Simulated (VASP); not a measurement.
Set up this calculation in VASP 6.6.1, as the native input.

- Task: single point
- Functional: PBEsol
- Potentials or basis: VASP PAW PBE potentials, release 64 (In_d, Se)
- Cutoff: 520 eV
- k mesh: 8 × 8 × 6
- Occupations: gaussian, width 0.05 eV
- Spin: no spin polarisation
- Dipole correction: no
- Further INCAR settings: ALGO = Normal; EDIFF = 1e-06; NBANDS = 27

The structure of InSe lies in POSCAR:

```
InSe
1.0
    5.8749264423     -2.0552742521     -0.0052948673
    5.8749264423      2.0552742521     -0.0052948673
   -1.6051187023      0.0000000000      4.2720903652
In Se
2 2
Direct
    0.8858026589      0.8858026589      0.0290539339
    0.1141973411      0.1141973411      0.9709460661
    0.6287849558      0.6287849558      0.5935378053
    0.3452787783      0.3452787783      0.3625132294
```

This cell differs from its parent crystal: atom 3 (Se) moved -0.300 Å towards its neighbour atom 1 (In) at 2.673 Å.

One way to write it, as run:

INCAR

```
SYSTEM = InSe
  PREC = Accurate
  ENCUT = 520
  EDIFF = 1E-6
  ISMEAR = 0
  SIGMA = 0.05
  LREAL = .FALSE.
  LASPH = .TRUE.
  NELM = 60
  ALGO = Normal
  ISIF = 2
  LWAVE = .FALSE.
  LCHARG = .TRUE.
  GGA = PS
  LELF = .TRUE.
  LVHAR = .TRUE.
  NBANDS = 27
```

KPOINTS

```
Automatic mesh
0
G
  8 8 6
  0 0 0
```

Potentials or basis: VASP PAW PBE potentials, release 64 (In_d, Se).

Launch:

```sh
$ cat potpaw_PBE.64/In_d/POTCAR potpaw_PBE.64/Se/POTCAR > POTCAR
$ mpirun -np 1 vasp_std > vasp.out
```

It gave:

```
Pressure               : -1.0 GPa
Largest force          : 1.172 eV/Å
Band gap on the k mesh : 0.21 eV (least direct gap 0.65 eV)
```

Caveat: the cell differs from its parent crystal (atom 3 (Se) moved -0.300 Å towards its neighbour atom 1 (In) at 2.673 Å); the PAW data sets were made with another functional, which shifts forces and pressure a little; spin-orbit coupling is left out, which moves the levels of the heavy elements.

Wall time 12 min on 1 thread of Intel Xeon 8259CL, with other jobs on the host, peak memory 0.47 GiB.
